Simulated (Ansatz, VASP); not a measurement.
## WC in VASP and in Ansatz

```
CELL_PARAMETERS angstrom
2.92633 0.00000 0.00000
-1.46317 2.53428 0.00000
0.00000 0.00000 2.84327
ATOMIC_POSITIONS crystal
W 0.66667 0.33333 0.52879
C 0.33333 0.66667 0.02891
```

Alike in both runs: functional PBE; k mesh 7 × 7 × 5; occupations gaussian, width 0.2 eV; no spin polarisation.

Ansatz relaxed the structure, and its values are those at the end. VASP's run is a single point on that final structure, the one shown.

|  | VASP | Ansatz |
| --- | --- | --- |
| version | VASP 6.6.1 | Ansatz 0.2.0 |
| potentials or method | VASP PAW PBE potentials, release 64 (W_sv, C), cutoff 600 eV | scalar-relativistic, plane waves, PAW |
| valence electrons in the cell | 18 | 18 |

|  | VASP | Ansatz | Ansatz less VASP |
| --- | --- | --- | --- |
| gap on the k mesh at the Fermi level (eV) | none | none | - |
| pressure (GPa) | 0.7 | -0.2 | -0.96 |

A gap of «none» marks a metal or a gap that the smearing closes. With one functional, cell and mesh, what is left measures potentials, basis and numerics.

The k mesh is coarse, so the values compare programs but aren't converged. Spin-orbit coupling is off throughout.
